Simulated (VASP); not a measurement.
# C17O in VASP: a series of runs

Runs on C17O. Level: PBE+D3(BJ). Tasks: single point.

Everything below comes from runs of VASP 6.6.1. Logs are shortened: lines on timing, memory, paths and dates and some standing lists are left out, and cuts for length are marked.

## Step 1: The cell of the first run

The cell holds a slab with vacuum, 18 atoms: a = 4.930 Å, b = 4.413 Å, c = 23.665 Å, α = 90.00°, β = 90.00°, γ = 90.11°.

## Step 2: Single point, PBE+D3(BJ)

File INCAR:

```
  ALGO = Normal
  DIPOL = 0.5 0.5 0.311
  EDIFF = 1E-6
  ENCUT = 520
  GGA = PE
  IDIPOL = 3
  ISIF = 2
  ISMEAR = 0
  IVDW = 12
  LASPH = True
  LCHARG = False
  LDIPOL = True
  LREAL = Auto
  LWAVE = False
  NBANDS = 52
  NELM = 100
  PREC = Accurate
  SIGMA = 0.05
```

File KPOINTS:

```
k-points
0
Gamma
  6 6 1
```

File POSCAR:

```
C17O
1.0
    4.9298867130      0.0000000000      0.0000000000
   -0.0081547558      4.4132984516      0.0000000000
    0.0000000000      0.0000000000     23.6650337471
C O
17 1
Direct
    0.3745684085      0.7405378974      0.1690257467
    0.8745684085      0.7405378974      0.1690257467
    0.1243974091      0.6365956441      0.1920114160
    0.6243974091      0.6365956441      0.1920114160
    0.1240513173      0.4291046681      0.2380452569
    0.6240513173      0.4291046681      0.2380452569
    0.3738803179      0.3251624149      0.2610309261
    0.8738803179      0.3251624149      0.2610309261
    0.3735338584      0.1126520408      0.3070664644
    0.8735338584      0.1126520408      0.3070664644
    0.1233638388      0.0072945126      0.3289983678
    0.6233638388      0.0072945126      0.3289983678
    0.1229920122      0.7810454900      0.3748118563
    0.6229920122      0.7810454900      0.3748118563
    0.3728273188      0.6826774530      0.3936201337
    0.8728273188      0.6826774530      0.3936201337
    0.3728273188      1.4326774530      0.5563074149
    0.3728273188      1.4326774530      0.5077125127
```

Potentials or basis: VASP PAW PBE potentials, release 64 (C, O).

On the command line:

```bash
> cat potpaw_PBE.64/C/POTCAR potpaw_PBE.64/O/POTCAR > POTCAR
> mpirun -np 1 vasp_std > vasp.out
```

OUTCAR:

```text
EDIFF = 1E-6
   ENCUT = 520
   GGA = PE
   ISIF = 2
   ISMEAR = 0
   IVDW = 12
   LASPH = True
   LREAL = Auto
   NELM = 100
   PREC = Accurate
 IVDW          = 12

 ion  position               nearest neighbor table
   1  0.375  0.741  0.169-   3 1.42   4 1.42
   2  0.875  0.741  0.169-   4 1.42   3 1.42
   3  0.124  0.637  0.192-   1 1.42   5 1.42   2 1.42
   4  0.624  0.637  0.192-   2 1.42   6 1.42   1 1.42
   5  0.124  0.429  0.238-   8 1.42   7 1.42   3 1.42
   6  0.624  0.429  0.238-   7 1.42   8 1.42   4 1.42
   7  0.374  0.325  0.261-   6 1.42   5 1.42   9 1.44
   8  0.874  0.325  0.261-   5 1.42   6 1.42  10 1.44
   9  0.374  0.113  0.307-  11 1.42  12 1.42   7 1.44
  10  0.874  0.113  0.307-  12 1.42  11 1.42   8 1.44
  11  0.123  0.007  0.329-   9 1.42  10 1.42  13 1.47
  12  0.623  0.007  0.329-  10 1.42   9 1.42  14 1.47
  13  0.123  0.781  0.375-  15 1.38  16 1.38  11 1.47
  14  0.623  0.781  0.375-  16 1.38  15 1.38  12 1.47
  15  0.373  0.683  0.394-  13 1.38  14 1.38
  16  0.873  0.683  0.394-  14 1.38  13 1.38
  17  0.373  0.433  0.556-  18 1.15
  18  0.373  0.433  0.508-  17 1.15

  Warning from LATTYP: Monoclinic adjustment (A1->A3, A2->A1, A3->A2)!
  LATTYP: Found a simple monoclinic cell.
 ALAT       =     4.4133059856
 B/A-ratio  =     5.3622009949
 C/A-ratio  =     1.1170507391
 COS(beta)  =    -0.0018477658

  Lattice vectors:

 A1 = (  -0.0081547558,   4.4132984516,   0.0000000000)
 A2 = (   0.0000000000,   0.0000000000,  23.6650337471)
 A3 = (   4.9298867130,   0.0000000000,   0.0000000000)

Analysis of symmetry for initial positions (statically):
=====================================================================
 Subroutine PRICEL returns:
 Original cell was already a primitive cell.

 Routine SETGRP: Setting up the symmetry group for a
 simple monoclinic supercell.

 Subroutine GETGRP returns: Found  1 space group operations
 (whereof  1 operations were pure point group operations)
 out of a pool of  4 trial point group operations.

The static configuration has the point symmetry C_1 .

Analysis of symmetry for dynamics (positions and initial velocities):
=====================================================================
 Subroutine PRICEL returns:
 Original cell was already a primitive cell.

 Routine SETGRP: Setting up the symmetry group for a
 simple monoclinic supercell.

 Subroutine GETGRP returns: Found  1 space group operations
 (whereof  1 operations were pure point group operations)
 out of a pool of  4 trial point group operations.

The dynamic configuration has the point symmetry C_1 .

[... 141 lines left out ...]
   EFERMI_NEDOS =   21; number of points for ismear=-14 and -15
   IALGO  =     38    algorithm
   IMIX   =      4    mixing-type and parameters
     AMIX     =   0.40;   BMIX     =  1.00
     AMIX_MAG =   1.60;   BMIX_MAG =  1.00
  volume/ion in A,a.u.               =      28.60       193.03
  Fermi-wavevector in a.u.,A,eV,Ry     =   0.857531  1.620498 10.005162  0.735359
  Thomas-Fermi vector in A             =   1.974598
   LORBIT       =      0    0 simple, 1 ext, 2 COOP (PROOUT), +10 PAW based schemes
   GGA     = PE    functional components
   LHFCALC =     F    Hartree Fock is set to
   AEXX    =    0.0000 exact exchange contribution
   IVDW    =    12    specifies the selected vdW correction
   LEPSILON=     F    determine dielectric tensor
   LRPA    =     F    only Hartree local field effects (RPA)
 non-spin polarized calculation
 Gauss-broadening in eV      SIGMA  =   0.05
  energy-cutoff  :      520.00
  volume of cell :      514.88
 maximum number of plane-waves:     13916
 NGX is ok and might be reduce to    40
   NGX = 19   NGY = 17   NGZ = 89

 dipolmoment           0.000000      0.000000      0.334328 electrons x Angstroem

 number of electron      74.0000004 magnetization

 dipolmoment           0.000000      0.000000     -0.059990 electrons x Angstroem

 Free energy of the ion-electron system (eV)
  ---------------------------------------------------
  ext. energy  EPLUGINS =         0.00000000
  ---------------------------------------------------
  free energy    TOTEN  =      -149.14712588 eV

  energy without entropy =     -149.12409279  energy(sigma->0) =     -149.13560934

 E-fermi :  -2.8593     XC(G=0):  -4.1802

 val. band max:       -2.8606829120   @ k =   0.5000   0.1667   0.0000
 cond. band min:      -2.8426285024   @ k =  -0.1667   0.3333   0.0000
 fundamental gap:      0.0180544096
 Fermi energy:        -2.8593484987

 k-point     1 :       0.0000    0.0000    0.0000
  band No.  band energies     occupation
      1     -26.5455      2.00000
      2     -21.9192      2.00000
      3     -20.7879      2.00000
      4     -19.1485      2.00000
      5     -17.6671      2.00000
      6     -17.6326      2.00000
[... 1029 lines left out ...]
     48       4.1786      0.00000
     49       4.9059      0.00000
 [bands above 49 left out]

------------------------ aborting loop because EDIFF is reached ----------------------------------------

 vacuum level on the upper side and lower side of the slab       (xc-potential included)        -0.251         0.193

 Edisp (eV)   -1.96401

 E8    (eV) :    -0.5761

  FORCE on cell =-STRESS in cart. coord.  units (eV):
  Direction    XX          YY          ZZ          XY          YZ          ZX
  --------------------------------------------------------------------------------------
  -------------------------------------------------------------------------------------
  Total       2.55429    -0.06677    -0.84233    -0.00120    -0.35925     0.01229
  in kB       7.94827    -0.20778    -2.62112    -0.00374    -1.11788     0.03825
  external pressure =        1.71 kB  Pullay stress =        0.00 kB

 VOLUME and BASIS-vectors are now :
 -----------------------------------------------------------------------------
  energy-cutoff  :      520.00
  volume of cell :      514.88
      direct lattice vectors                 reciprocal lattice vectors
     4.929886713  0.000000000  0.000000000     0.202844418  0.000374810  0.000000000
    -0.008154756  4.413298452  0.000000000     0.000000000  0.226587894  0.000000000
     0.000000000  0.000000000 23.665033747     0.000000000  0.000000000  0.042256437

 POSITION                                       TOTAL-FORCE (eV/Angst)
 -----------------------------------------------------------------------------------
      1.84054      3.26821      4.00000         0.000233     -1.163561      1.519552
      4.30548      3.26821      4.00000         0.000288     -1.157083      1.519551
      0.60807      2.80949      4.54396        -0.005753      1.855343     -2.296547
      3.07302      2.80949      4.54396        -0.000642      1.855403     -2.296601
      0.60806      1.89377      5.63335         0.003969     -0.844166      0.990889
      3.07300      1.89377      5.63335         0.003118     -0.844186      0.990889
[... 10 lines left out ...]
      1.83447      1.90953     13.16503         0.002194      0.021898     -0.694946
      1.83447      1.90953     12.01503        -0.001833     -0.075938      0.758908
 -----------------------------------------------------------------------------------
    total drift:                               -0.004829     -0.002484      0.017374

  FREE ENERGIE OF THE ION-ELECTRON SYSTEM (eV)
  ---------------------------------------------------
  free  energy   TOTEN  =      -151.1111360749 eV

  energy  without entropy=     -151.0881029882  energy(sigma->0) =     -151.09961953

 vacuum level on the upper side and lower side of the slab         2.911         3.386
```

OSZICAR:

```text
N       E                     dE             d eps       ncg     rms          rms(c)
DAV:   1     0.579472598619E+03    0.57947E+03   -0.30671E+04  2128   0.114E+03
DAV:   2    -0.700904820258E+02   -0.64956E+03   -0.62930E+03  3016   0.272E+02
DAV:   3    -0.155968694747E+03   -0.85878E+02   -0.84989E+02  2424   0.103E+02
[... 20 lines left out ...]
DAV:  24    -0.149147107670E+03   -0.22465E-04   -0.10965E-05  1956   0.479E-03    0.643E-03
DAV:  25    -0.149147114777E+03   -0.71063E-05   -0.18990E-06  1636   0.284E-03    0.319E-03
DAV:  26    -0.149147122440E+03   -0.76637E-05   -0.75302E-07  1692   0.209E-03    0.250E-03
DAV:  27    -0.149147125079E+03   -0.26386E-05   -0.24988E-07  1588   0.112E-03    0.114E-03
DAV:  28    -0.149147125881E+03   -0.80199E-06   -0.16544E-07  1556   0.763E-04
   1 F= -.15111114E+03 E0= -.15109962E+03  d E =-.230331E-01
```

stdout:

```text
POSCAR found type information on POSCAR C O
 POSCAR found :  2 types and      18 ions
 scaLAPACK will be used
 LDA part: xc-table for (Slater+PW92), standard interpolation
 POSCAR, INCAR and KPOINTS ok, starting setup
 FFT: planning ... GRIDC
 FFT: planning ... GRID_SOFT
 FFT: planning ... GRID
 WAVECAR not read
 entering main loop
```

Wall time 21 min (1 thread of Intel Xeon Platinum 8375C at 2.90GHz (Ice Lake), shared host); peak memory 0.72 GiB.

Results:

- Free energy: -151.1111 eV
- Largest force: 2.952 eV/Å
- Band gap on the k mesh: zero (bands 37 and 38 overlap by 0.04 eV)
- Dispersion energy per atom: -0.109 eV

Forces on the atoms (eV/Å):
```
C    0.000 -1.164  1.520
C    0.000 -1.157  1.520
C   -0.006  1.855 -2.297
C   -0.001  1.855 -2.297
C    0.004 -0.844  0.991
C    0.003 -0.844  0.991
C    0.000  0.164 -0.216
C    0.000  0.159 -0.217
C    0.002 -0.023  0.007
C    0.002 -0.040  0.018
C    0.037  0.040 -0.042
C   -0.033  0.040 -0.042
C   -0.018 -0.031  0.055
C    0.000 -0.032  0.056
C    0.003  0.155 -0.250
C    0.004 -0.079  0.139
C    0.002  0.022 -0.695
O   -0.002 -0.076  0.759
```

## Step 3: Single point, PBE+D3(BJ)

File INCAR:

```
SYSTEM = C17O
PREC = Accurate
ENCUT = 520
EDIFF = 1E-6
ISMEAR = 0
SIGMA = 0.05
LREAL = Auto
LASPH = .True.
NELM = 80
ALGO = Normal
ISIF = 2
LWAVE = .False.
LCHARG = .True.
LDIPOL = .True.
IDIPOL = 3
DIPOL = 0.5 0.5 0.311
GGA = PE
IVDW = 12
LELF = .True.
LVHAR = .True.
LVACPOTAV = .True.
NBANDS = 52
```

File KPOINTS:

```
Automatic mesh
0
Gamma
  6 6 1
  0 0 0
```

POSCAR, as its differences from that of step 2:

```diff
@@ -24,3 +24,3 @@
     0.8728273188      0.6826774530      0.3936201337
-    0.3728273188      1.4326774530      0.5563074149
-    0.3728273188      1.4326774530      0.5077125127
+    0.6228273188      0.9326774530      0.5563074149
+    0.6228273188      0.9326774530      0.5077125127
```

Potentials or basis: VASP PAW PBE potentials, release 64 (C, O).

On the command line:

```bash
> cat potpaw_PBE.64/C/POTCAR potpaw_PBE.64/O/POTCAR > POTCAR
> mpirun -np 1 vasp_std > vasp.out
```

It took 19 min on 1 thread of Intel Xeon Platinum 8375C at 2.90GHz (Ice Lake), shared host; peak memory 0.72 GiB.

Results (log left out):

```
Free energy                : -151.1257 eV
Largest force              : 2.962 eV/Å
Band gap on the k mesh     : zero (bands 37 and 38 overlap by 0.03 eV)
Dispersion energy per atom : -0.109 eV
```

Forces in eV/Å, atoms in the order of the input:
```
C   -0.006 -1.161  1.519
C    0.007 -1.161  1.519
C   -0.003  1.854 -2.292
C   -0.003  1.864 -2.302
C    0.004 -0.841  0.993
C    0.004 -0.845  0.990
C    0.001  0.158 -0.215
C    0.000  0.158 -0.215
C   -0.016 -0.026  0.008
C    0.020 -0.026  0.008
C    0.002  0.049 -0.049
C    0.002  0.004 -0.020
C   -0.009  0.018 -0.011
C   -0.009 -0.082  0.043
C   -0.036  0.003 -0.015
C    0.043  0.004 -0.014
C    0.002 -0.001 -0.708
O   -0.002  0.033  0.762
```

Levels at points of the mesh, in eV from the Fermi level:
| k point | band 34 | band 35 | band 36 | band 37 | band 38 | band 39 | band 40 | band 41 |
| --- | --- | --- | --- | --- | --- | --- | --- | --- |
| (0.00, 0.00, 0.00) | -1.70 | -0.56 | -0.31 | -0.09 | 0.29 | 0.57 | 1.06 | 1.82 |
| (0.50, 0.00, 0.00) | -1.83 | -1.82 | -0.17 | -0.15 | -0.01 | 0.00 | 2.63 | 2.63 |
| (0.00, 0.50, 0.00) | -1.88 | -0.54 | -0.31 | -0.03 | 0.36 | 0.44 | 1.00 | 2.56 |
| (0.50, 0.50, 0.00) | -0.99 | -0.98 | -0.11 | -0.10 | 0.02 | 0.03 | 2.25 | 2.25 |
